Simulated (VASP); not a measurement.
A run of VASP 6.6.1:

Contents of INCAR:

```
SYSTEM = CoO
PREC = Accurate
ENCUT = 600
EDIFF = 1E-6
ISMEAR = 0
SIGMA = 0.02
LREAL = .FALSE.
LASPH = .TRUE.
NELM = 200
ALGO = Normal
ISIF = 2
LWAVE = .FALSE.
LCHARG = .FALSE.
LMAXMIX = 4
LDAU = .TRUE.
LDAUTYPE = 2
LDAUL = 2 -1
LDAUU = 3.32 0
LDAUJ = 0 0
LDAUPRINT = 1
GGA = PE
NBANDS = 23
GGA_COMPAT = .FALSE.
```

File KPOINTS:

```
Automatic mesh
0
G
  12 12 8
  0 0 0
```

File POSCAR:

```
CoO
1.0
    3.2397248551      0.0000000000      0.0000000000
   -1.6198624276      2.8056840258      0.0000000000
    0.0000000000      0.0000000000      5.2975164125
Co O
2 2
Direct
    0.0000000000      0.0000000000      0.0034741400
    0.3333333333      0.6666666667      0.5033624100
    0.0000000000      0.0000000000      0.3716088500
    0.3333333333      0.6666666667      0.8715556000
```

Potentials or basis: VASP PAW PBE potentials, release 64 (Co, O).

Launch:

```bash
$ cat potpaw_PBE.64/Co/POTCAR potpaw_PBE.64/O/POTCAR > POTCAR
$ mpirun -np 1 vasp_std > vasp.out
```

Hardware: 1 thread of Oxide Virtual Turin-like Processor (shared host).

Question: Estimate the wall time of this run.

Answer: Run time: 5.4 min on 1 thread of Oxide Virtual Turin-like Processor, on a shared host, peak memory 0.26 GiB. Counts: scf iterations 20, k points 131.
